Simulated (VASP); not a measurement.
Write the native input for VASP 6.6.1 that does the following.

```yaml
Task: single point
Functional: PBE
Potentials_or_basis: VASP PAW PBE potentials, release 64 (Hf_pv, O)
Cutoff: 520 eV
k_mesh: 6 × 6 × 4
Occupations: gaussian, width 0.05 eV
Spin: no spin polarisation
Dipole_correction: no
Further_INCAR_settings: ALGO = Normal; EDIFF = 1e-06; NBANDS = 31
```

The structure of HfO2 lies in POSCAR:

```
HfO2
1.0
    3.6043047840      0.0000000000      0.0000000000
    0.0000000000      3.6043047840      0.0000000000
    0.0000000000      0.0000000000      5.2639672632
Hf O
2 4
Direct
    0.5000000000      0.5000000000      0.5000000000
    0.0000000000      0.0000000000      0.0000000000
   -0.0289932998      0.5000000000      0.6820460629
    0.5000000000      0.0000000000      0.8067479052
    0.5000000000      0.0000000000      0.3067479052
    0.0000000000      0.5000000000      0.1932520948
```

This cell differs from its parent crystal: atom 3 (O) moved +0.120 Å towards its neighbour atom 1 (Hf) at 2.069 Å.

One way to write it, as run:

INCAR

```
SYSTEM = HfO2
PREC = Accurate
ENCUT = 520
EDIFF = 1E-6
ISMEAR = 0
SIGMA = 0.05
LREAL = .False.
LASPH = .True.
NELM = 80
ALGO = Normal
ISIF = 2
LWAVE = .False.
LCHARG = .True.
GGA = PE
LELF = .True.
LVHAR = .True.
NBANDS = 31
```

KPOINTS

```
regular mesh
0
Gamma
  6 6 4
  0 0 0
```

Potentials or basis: VASP PAW PBE potentials, release 64 (Hf_pv, O).

Run with:

```sh
$ cat potpaw_PBE.64/Hf_pv/POTCAR potpaw_PBE.64/O/POTCAR > POTCAR
$ mpirun -np 1 vasp_std > vasp.out
```

Results of the run:

```
Pressure               : -1.3 GPa
Largest force          : 2.329 eV/Å
Band gap on the k mesh : 4.66 eV (least direct gap 4.73 eV)
```

Caveat: the cell differs from its parent crystal (atom 3 (O) moved +0.120 Å towards its neighbour atom 1 (Hf) at 2.069 Å); spin-orbit coupling is left out, which moves the levels of the heavy elements; forces of over 1 eV/Å act on the atoms, so gaps and moduli don't describe the material at rest.

It took 2.7 min on 1 thread of Intel Xeon 8259CL, on a shared host, peak memory 0.24 GiB.
